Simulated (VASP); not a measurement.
Wanted: the native input for a VASP 6.6.1 run.

```yaml
Task: single point
Functional: r2SCAN
Potentials_or_basis: VASP PAW PBE potentials, release 64 (Al)
Cutoff: 520 eV
k_mesh: 23 × 23 × 23
Occupations: fermi-dirac, width 0.1 eV
Spin: no spin polarisation
Dipole_correction: no
Further_INCAR_settings: ALGO = Normal; EDIFF = 1e-06; NBANDS = 8
```

Crystal: Al.

```xyz
1
Lattice="-1.5954 1.5954 1.5954 1.5954 -1.5954 1.5954 1.5954 1.5954 -1.5954" Properties=species:S:1:pos:R:3 pbc="T T T"
Al    0.0000    0.0000    0.0000
```

The input as run:

POSCAR

```
Al
1.0
   -1.5953822109      1.5953822109      1.5953822109
    1.5953822109     -1.5953822109      1.5953822109
    1.5953822109      1.5953822109     -1.5953822109
Al
1
Direct
    0.0000000000      0.0000000000      0.0000000000
```

INCAR.step1

```
SYSTEM = Al
PREC = Accurate
ENCUT = 520
ISMEAR = -1
SIGMA = 0.1
LREAL = .FALSE.
LASPH = .TRUE.
NELM = 80
NBANDS = 8
GGA = PE
ALGO = Normal
EDIFF = 1E-4
LWAVE = .TRUE.
LCHARG = .FALSE.
```

INCAR.step2

```
SYSTEM = Al
PREC = Accurate
ENCUT = 520
EDIFF = 1E-6
ISMEAR = -1
SIGMA = 0.1
LREAL = .FALSE.
LASPH = .TRUE.
NELM = 80
ALGO = Normal
ISIF = 2
LWAVE = .FALSE.
LCHARG = .FALSE.
METAGGA = R2SCAN
LMIXTAU = .TRUE.
NBANDS = 8
ISTART = 1
```

KPOINTS

```
Automatic mesh
0
G
  23 23 23
  0 0 0
```

Potentials or basis: VASP PAW PBE potentials, release 64 (Al).

Command:

```console
$ cat potpaw_PBE.64/Al/POTCAR > POTCAR
$ cp INCAR.step1 INCAR
$ mpirun -np 1 vasp_std > vasp.out
$ cp INCAR.step2 INCAR
$ mpirun -np 1 vasp_std > vasp.out
```

It gave:

```yaml
Pressure: -0.5 GPa
```

Caveat: the PAW data sets were made with another functional, which shifts forces and pressure a little.

It took 100 s on 1 thread of Intel(R) Xeon(R) Platinum 8259CL CPU @ 2.50GHz (Skylake/Cascade Lake), with other jobs on the host, peak memory 0.16 GiB.
